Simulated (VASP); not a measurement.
# HClF2 (P6/mmm) in VASP: notebook

HClF2 is run at these levels: PBE+D3(BJ); tasks: relaxation of shape and atoms at fixed volume.

Program: VASP 6.6.1. These are calculated values, not measurements. Logs are shortened: lines on timing, memory, paths and dates and some standing lists are left out, and cuts for length are marked.

### Step 1. The cell of the first run

It takes space group P6/mmm (No. 191, hexagonal). The conventional cell has a = 3.636 Å, b = 3.636 Å, c = 5.983 Å, α = 90.00°, β = 90.00°, γ = 120.00°. H (site symmetry 6/mmm) has 2 F at 1.12 Å within 1.5 Å. Within 2.5 Å of Cl (site symmetry 6/mmm) lie 2 F at 1.87 Å. F (site symmetry 6mm) has 1 H at 1.12 Å within 1.5 Å.

### Step 2. Relaxation of shape and atoms at fixed volume, PBE+D3(BJ) (17.13 Å³/atom)

INCAR reads:

```
SYSTEM = HClF2
ALGO = Normal
EDIFF = 1E-7
EDIFFG = -0.01
ENCUT = 600
GGA = PE
IBRION = 2
ISIF = 4
ISMEAR = 0
IVDW = 12
LASPH = .True.
LCHARG = .False.
LREAL = .False.
LWAVE = .False.
NELM = 100
NSW = 50
PREC = Accurate
SIGMA = 0.02
```

KPOINTS reads:

```
k-points
0
Gamma
  12 12 6
  0 0 0
```

POSCAR reads:

```
HClF2
1.0
    3.6363873919      0.0000000000      0.0000000000
   -1.8181936959      3.1492038594      0.0000000000
    0.0000000000      0.0000000000      5.9834192938
H Cl F
1 1 2
Direct
    0.0000000000      0.0000000000      0.5000000000
    0.0000000000      0.0000000000      0.0000000000
    0.0000000000      0.0000000000      0.3128098519
    0.0000000000      0.0000000000      0.6871901481
```

Potentials or basis: VASP PAW PBE potentials, release 64 (H, Cl, F).

Command:

```
cat potpaw_PBE.64/H/POTCAR potpaw_PBE.64/Cl/POTCAR potpaw_PBE.64/F/POTCAR > POTCAR
mpirun -np 1 vasp_std > vasp.out
```

OUTCAR:

```text
SYSTEM = HClF2
   EDIFF = 1E-7
   EDIFFG = -0.01
   ENCUT = 600
   GGA = PE
   IBRION = 2
   ISIF = 4
   ISMEAR = 0
   IVDW = 12
   LASPH = .True.
   LREAL = .False.
   NELM = 100
   NSW = 50
   PREC = Accurate
 IVDW          = 12

 ion  position               nearest neighbor table
   1  0.000  0.000  0.500-   3 1.12   4 1.12
   2  0.000  0.000  0.000-   3 1.87   4 1.87
   3  0.000  0.000  0.313-   1 1.12   2 1.87
   4  0.000  0.000  0.687-   1 1.12   2 1.87

  LATTYP: Found a hexagonal cell.
 ALAT       =     3.6363873919
 C/A-ratio  =     1.6454295566

  Lattice vectors:

 A1 = (   3.6363873919,   0.0000000000,   0.0000000000)
 A2 = (  -1.8181936959,   3.1492038594,   0.0000000000)
 A3 = (   0.0000000000,   0.0000000000,   5.9834192938)

Analysis of symmetry for initial positions (statically):
=====================================================================
 Subroutine PRICEL returns:
 Original cell was already a primitive cell.

 Routine SETGRP: Setting up the symmetry group for a
 hexagonal supercell.

 Subroutine GETGRP returns: Found 24 space group operations
 (whereof 24 operations were pure point group operations)
 out of a pool of 24 trial point group operations.

The static configuration has the point symmetry D_6h.

Analysis of symmetry for dynamics (positions and initial velocities):
=====================================================================
 Subroutine PRICEL returns:
 Original cell was already a primitive cell.

 Routine SETGRP: Setting up the symmetry group for a
 hexagonal supercell.

 Subroutine GETGRP returns: Found 24 space group operations
 (whereof 24 operations were pure point group operations)
 out of a pool of 24 trial point group operations.

The dynamic configuration has the point symmetry D_6h.

 Subroutine INISYM returns: Found 24 space group operations
 (whereof 24 operations are pure point group operations),
 and found     1 'primitive' translations

----------------------------------------------------------------------------------------

                                     Primitive cell

  volume of cell :      68.5205

  direct lattice vectors                    reciprocal lattice vectors
     3.636387392  0.000000000  0.000000000     0.274998203  0.158770287  0.000000000
    -1.818193696  3.149203859  0.000000000     0.000000000  0.317540574  0.000000000
     0.000000000  0.000000000  5.983419294     0.000000000  0.000000000  0.167128518

  length of vectors
     3.636387392  3.636387392  5.983419294     0.317540574  0.317540574  0.167128518

  position of ions in fractional coordinates (direct lattice)
     0.000000000  0.000000000  0.500000000
     0.000000000  0.000000000  0.000000000
     0.000000000  0.000000000  0.312809852
     0.000000000  0.000000000  0.687190148

  ion indices of the primitive-cell ions
   primitive index   ion index
                 1           1
                 2           2
                 3           3
                 4           4

----------------------------------------------------------------------------------------

 KPOINTS: k-points

Automatic generation of k-mesh.
 Grid dimensions read from file:
 generate k-points for:   12   12    6

 Generating k-lattice:

  Cartesian coordinates                     Fractional coordinates (reciprocal lattice)
     0.022916517  0.013230857  0.000000000     0.083333333  0.000000000  0.000000000
     0.000000000  0.026461714  0.000000000     0.000000000  0.083333333  0.000000000
     0.000000000  0.000000000  0.027854753     0.000000000  0.000000000  0.166666667

  Length of vectors
     0.026461714  0.026461714  0.027854753

  Shift w.r.t. Gamma in fractional coordinates (k-lattice)
     0.000000000  0.000000000  0.000000000

 Subroutine IBZKPT returns following result:
 ===========================================

 Found     76 irreducible k-points:

 Following reciprocal coordinates:
            Coordinates               Weight
  0.000000  0.000000  0.000000      1.000000
  0.083333 -0.000000  0.000000      6.000000
  0.166667  0.000000  0.000000      6.000000
  0.250000 -0.000000  0.000000      6.000000
  0.333333 -0.000000  0.000000      6.000000
  0.416667  0.000000  0.000000      6.000000
[... 16 lines left out ...]
  0.250000 -0.000000  0.166667     12.000000
  0.333333 -0.000000  0.166667     12.000000
 [... further k-points ...]
   k-points           NKPTS =     76   k-points in BZ     NKDIM =     76   number of bands    NBANDS=     15
   number of dos      NEDOS =    301   number of ions     NIONS =      4
   total plane-waves  NPLWV =  43200
   dimension x,y,z NGX =    30 NGY =   30 NGZ =   48
   dimension x,y,z NGXF=    60 NGYF=   60 NGZF=   96
   ions per type =               1   1   2
   NGX,Y,Z   is equivalent  to a cutoff of  13.72, 13.72, 13.34 a.u.
   NGXF,Y,Z  is equivalent  to a cutoff of  27.43, 27.43, 26.67 a.u.
 SYSTEM =  HClF2
   PREC   = accura    normal or accurate (medium, high low for compatibility)
   ISTART =      0    job   : 0-new  1-cont  2-samecut
   ICHARG =      2    charge: 1-file 2-atom 10-const
   ISPIN  =      1    spin polarized calculation?
   LNONCOLLINEAR =      F non collinear calculations
   LSORBIT =      F    spin-orbit coupling
   LASPH  =      T    aspherical Exc in radial PAW
   ENCUT  =  600.0 eV  44.10 Ry    6.64 a.u.   7.26  7.26 11.95*2*pi/ulx,y,z
   NELM   =    100;   NELMIN=  2; NELMDL= -5     # of ELM steps
   EDIFF  = 0.1E-06   stopping-criterion for ELM
   LREAL  =      F    real-space projection
   EDIFFG = -.1E-01   stopping-criterion for IOM
   NSW    =     50    number of steps for IOM
   IBRION =      2    ionic relax: 0-MD 1-quasi-New 2-CG
   NFREE  =      1    steps in history (QN), initial steepest desc. (CG)
   ISIF   =      4    stress and relaxation
   ISYM   =      2    0-nonsym 1-usesym 2-fastsym
   POTIM  = 0.5000    time-step for ionic-motion
   TEBEG  =    0.0;   TEEND  =   0.0 temperature during run
   PSTRESS=    0.0 pullay stress
   NELECT =      22.0000    total number of electrons
   NUPDOWN=      -1.0000    fix difference up-down
   EMIN   =  10.00;   EMAX   =-10.00  energy-range for DOS
   EFERMI =   0.00;   METHOD = LEGACY
   ISMEAR =     0;   SIGMA  =   0.02  broadening in eV -4-tet -1-fermi 0-gaus
   EFERMI_NEDOS =   21; number of points for ismear=-14 and -15
   IALGO  =     38    algorithm
   IMIX   =      4    mixing-type and parameters
     AMIX     =   0.40;   BMIX     =  1.00
     AMIX_MAG =   1.60;   BMIX_MAG =  1.00
  volume/ion in A,a.u.               =      17.13       115.60
  Fermi-wavevector in a.u.,A,eV,Ry     =   1.121009  2.118399 17.097901  1.256660
  Thomas-Fermi vector in A             =   2.257659
   LORBIT       =      0    0 simple, 1 ext, 2 COOP (PROOUT), +10 PAW based schemes
   GGA     = PE    functional components
   LHFCALC =     F    Hartree Fock is set to
   AEXX    =    0.0000 exact exchange contribution
   IVDW    =    12    specifies the selected vdW correction
   LEPSILON=     F    determine dielectric tensor
   LRPA    =     F    only Hartree local field effects (RPA)
 conjugate gradient relaxation of ions
 non-spin polarized calculation
 Gauss-broadening in eV      SIGMA  =   0.02
  energy-cutoff  :      600.00
  volume of cell :       68.52
 maximum number of plane-waves:      2304
 NGX is ok and might be reduce to    30
   NGX = 15   NGY = 15   NGZ = 23

--------------------------------------- Ionic step        1  -------------------------------------------

 number of electron      21.9999982 magnetization

 Free energy of the ion-electron system (eV)
  ---------------------------------------------------
  ext. energy  EPLUGINS =         0.00000000
  ---------------------------------------------------
  free energy    TOTEN  =       -11.69992371 eV

  energy without entropy =      -11.69992371  energy(sigma->0) =      -11.69992371

------------------------ aborting loop because EDIFF is reached ----------------------------------------

 Edisp (eV)   -0.20985

 E8    (eV) :    -0.0566

  FORCE on cell =-STRESS in cart. coord.  units (eV):
  Direction    XX          YY          ZZ          XY          YZ          ZX
  --------------------------------------------------------------------------------------
  -------------------------------------------------------------------------------------
  Total       0.09639     0.09639     1.78279     0.00000    -0.00000     0.00000
  in kB       2.25388     2.25388    41.68602     0.00000    -0.00000     0.00000
  external pressure =       15.40 kB  Pullay stress =        0.00 kB
[... 149 lines left out ...]
  energy  without entropy=      -11.9181816585  energy(sigma->0) =      -11.91818166

--------------------------------------- Ionic step        5  -------------------------------------------

 number of electron      21.9999983 magnetization

 Free energy of the ion-electron system (eV)
  ---------------------------------------------------
  ext. energy  EPLUGINS =         0.00000000
  ---------------------------------------------------
  free energy    TOTEN  =       -11.70784481 eV

  energy without entropy =      -11.70784481  energy(sigma->0) =      -11.70784481

 E-fermi :  -2.3038     XC(G=0):  -7.2938

 val. band max:       -2.4460302534   @ k =   0.0000   0.0000   0.5000
 cond. band min:      -1.4264341734   @ k =   0.0000   0.0000   0.5000
 fundamental gap:      1.0195960801
 Fermi energy:        -2.3037515282

 k-point     1 :       0.0000    0.0000    0.0000
  band No.  band energies     occupation
      1     -26.1689      2.00000
      2     -25.0046      2.00000
      3     -17.0859      2.00000
      4      -9.4286      2.00000
      5      -9.1663      2.00000
      6      -6.1473      2.00000
      7      -6.1473      2.00000
      8      -5.3620      2.00000
      9      -5.3620      2.00000
     10      -2.5594      2.00000
     11      -2.5594      2.00000
     12       0.5122      0.00000
     13       3.9512      0.00000
     14       6.8804      0.00000
     15       8.1083      0.00000
[... 397 lines left out ...]
 k-point    24 :       0.3333   -0.0000    0.1667
  band No.  band energies     occupation
      1     -26.1157      2.00000
      2     -25.0184      2.00000
      3     -16.7975      2.00000
      4     -10.6049      2.00000
      5      -7.7210      2.00000
      6      -6.6742      2.00000
      7      -6.2140      2.00000
      8      -5.7423      2.00000
      9      -5.4913      2.00000
     10      -3.5442      2.00000
     11      -2.7574      2.00000
     12       0.2659      0.00000
     13       6.0236      0.00000
     14       7.7552      0.00000
     15       8.8417      0.00000

 [... further k-points ...]

------------------------ aborting loop because EDIFF is reached ----------------------------------------

 Edisp (eV)   -0.21043

 E8    (eV) :    -0.0569

  FORCE on cell =-STRESS in cart. coord.  units (eV):
  Direction    XX          YY          ZZ          XY          YZ          ZX
  --------------------------------------------------------------------------------------
  -------------------------------------------------------------------------------------
  Total       0.12904     0.12904     0.12326     0.00000    -0.00000     0.00000
  in kB       3.01717     3.01717     2.88221     0.00000    -0.00000     0.00000
  external pressure =        2.97 kB  Pullay stress =        0.00 kB
[... 19 lines left out ...]
  FREE ENERGIE OF THE ION-ELECTRON SYSTEM (eV)
  ---------------------------------------------------
  free  energy   TOTEN  =       -11.9182702677 eV

  energy  without entropy=      -11.9182702677  energy(sigma->0) =      -11.91827027

 reached required accuracy - stopping structural energy minimisation
```

Run time: 4 min. Hardware: 1 thread of Intel Xeon Platinum 8259CL at 2.50GHz (Skylake/Cascade Lake), shared host; peak memory 0.26 GiB.

Results:

* Free energy: -11.9183 eV
* Energy gained by relaxing: 2.1 meV/atom
* Ionic steps: 5
* Pressure after relaxing: 0.3 GPa
* Band gap on the k mesh: 1.02 eV
* Dispersion energy per atom: -0.053 eV

The path:
```csv
step,energy change (eV),largest force (eV/Å),pressure (GPa),volume (Å³)
1,0.0000,0.1439,1.54,68.52
2,-0.0063,0.1988,-0.19,68.52
3,-0.0082,0.0931,0.37,68.52
4,-0.0084,0.0520,0.26,68.52
5,-0.0085,0.0009,0.30,68.52
```

Final structure:
```
H Cl F
1.0
     3.61862    0.00000    0.00000
    -1.80931    3.13382    0.00000
     0.00000    0.00000    6.04231
H Cl F
1 1 2
Direct
  0.00000 0.00000 0.50000
  0.00000 0.00000 0.00000
  0.00000 0.00000 0.31244
  0.00000 0.00000 0.68756
```

A k mesh can miss the band edges.

### Step 3. Relaxation of shape and atoms at fixed volume, PBE+D3(BJ) (17.69 Å³/atom)

This run uses another cell than the first one, of 17.69 Å³/atom.

INCAR reads:

```
  PREC = Accurate
  ENCUT = 600
  EDIFF = 1E-6
  ISMEAR = 0
  SIGMA = 0.02
  LREAL = F
  LASPH = T
  NELM = 80
  ALGO = Normal
  ISIF = 4
  LWAVE = F
  LCHARG = F
  GGA = PE
  IVDW = 12
  IBRION = 2
  NSW = 50
  EDIFFG = -0.01
```

KPOINTS reads:

```
Automatic mesh
0
Gamma
  12 12 6
```

POSCAR reads:

```
HClF2
1.0
    3.6942879312      0.0000000000      0.0000000000
   -1.8471439656      3.1993471973      0.0000000000
    0.0000000000      0.0000000000      5.9884537960
H Cl F
1 1 2
Direct
    0.0000000000      0.0000000000      0.5000000000
    0.0000000000      0.0000000000      0.0000000000
    0.0000000000      0.0000000000      0.3128186791
    0.0000000000      0.0000000000      0.6871813209
```

Potentials or basis: VASP PAW PBE potentials, release 64 (H, Cl, F).

Command:

```
cat potpaw_PBE.64/H/POTCAR potpaw_PBE.64/Cl/POTCAR potpaw_PBE.64/F/POTCAR > POTCAR
mpirun -np 1 vasp_std > vasp.out
```

Run time: 3.1 min. Hardware: 1 thread of Intel Xeon Platinum 8259CL at 2.50GHz (Skylake/Cascade Lake), shared host; peak memory 0.27 GiB.

The run converged. Its results:

- Free energy: -11.9244 eV
- Energy gained by relaxing: 2.0 meV/atom
- Ionic steps: 5
- Pressure after relaxing: 0.1 GPa
- Band gap on the k mesh: 1.09 eV
- Dispersion energy per atom: -0.050 eV

Step by step:
```
step  energy change (eV)  largest force (eV/Å)  pressure (GPa)  volume (Å³)
   1              0.0000                0.1435            1.27        70.78
   2             -0.0059                0.1965           -0.36        70.78
   3             -0.0077                0.0923            0.13        70.78
   4             -0.0079                0.0510            0.05        70.78
   5             -0.0080                0.0010            0.08        70.78
```

Final structure:
```yaml
crystal:
  lattice:
    - [3.67671, 0.00000, 0.00000]
    - [-1.83835, 3.18412, 0.00000]
    - [0.00000, 0.00000, 6.04586]
  atoms:
    - { symbol: H, position: [0.00000, 0.00000, 0.50000] }
    - { symbol: Cl, position: [0.00000, 0.00000, 0.00000] }
    - { symbol: F, position: [0.00000, 0.00000, 0.31245] }
    - { symbol: F, position: [0.00000, 0.00000, 0.68755] }
```

Levels at points of the mesh, in eV from the valence-band top:
| k point | band 7 | band 8 | band 9 | band 10 | band 11 | band 12 | band 13 | band 14 | band 15 |
| --- | --- | --- | --- | --- | --- | --- | --- | --- | --- |
| (0.00, 0.00, 0.00) | -3.66 | -2.86 | -2.86 | -0.12 | -0.12 | 3.02 | 6.39 | 9.35 | 10.55 |
| (0.50, 0.00, 0.00) | -3.79 | -3.18 | -2.93 | -1.31 | -0.39 | 3.23 | 9.26 | 10.13 | 11.28 |
| (0.00, 0.00, 0.50) | -3.27 | -3.27 | -3.20 | 0.00 | 0.00 | 1.09 | 7.34 | 7.67 | 13.41 |
| (0.50, 0.00, 0.50) | -3.43 | -3.40 | -3.13 | -1.06 | -0.25 | 1.38 | 9.71 | 10.03 | 10.94 |

A k mesh can miss the band edges.
